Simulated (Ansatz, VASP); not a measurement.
**Two plane-wave programs on Na2ZrO2**

```
Na Zr O
1.0
     3.21174    0.00000    0.00000
    -1.60587    2.78145    0.00000
     0.00000    0.00000    8.88861
Na Zr O
2 1 2
Direct
  0.33333 0.66667 0.67422
  0.66667 0.33333 0.32578
  0.00000 0.00000 0.00000
  0.66667 0.33333 0.86136
  0.33333 0.66667 0.13864
```

Change from the starting cell: species swapped into the CaMn2P2 type (P-3m1, No. 164).

Alike in both runs: task single point; functional PBE; k mesh 6 × 6 × 2; occupations gaussian, width 0.1 eV; collinear spin.

|  | VASP | Ansatz |
| --- | --- | --- |
| version | VASP 6.6.1 | Ansatz 0.2.0 |
| potentials or method | VASP PAW PBE potentials, release 64 (Na_pv, Zr_sv, O), cutoff 600 eV | scalar-relativistic, plane waves, PAW |
| valence electrons in the cell | 38 | 42 |

```tsv
	VASP	Ansatz	Ansatz less VASP
gap on the k mesh at the Fermi level (eV)	none	none	-
pressure (GPa)	0.1	0.1	-0.01
traceless stress, the component that is largest in VASP (GPa)	0.07	0.10	+0.032
rms of the force components (eV/Å)	0.019	0.011	-0.0080
net moment per atom (μB)	0.03	0.03	-0.001
size of the moment on the site where the two differ most (μB)	0.09	0.05	-0.036
```

Site moments also hang on the region over which each program counts them. Atom by atom the forces differ by 0.008 eV/Å (rms over components). A gap of «none» marks a metal or a gap that the smearing closes. VASP's potentials hold 38 valence electrons a cell and Ansatz's 42, so a difference there can come from the potentials and not from the codes.

The k mesh is coarse, so the values compare programs but aren't converged.
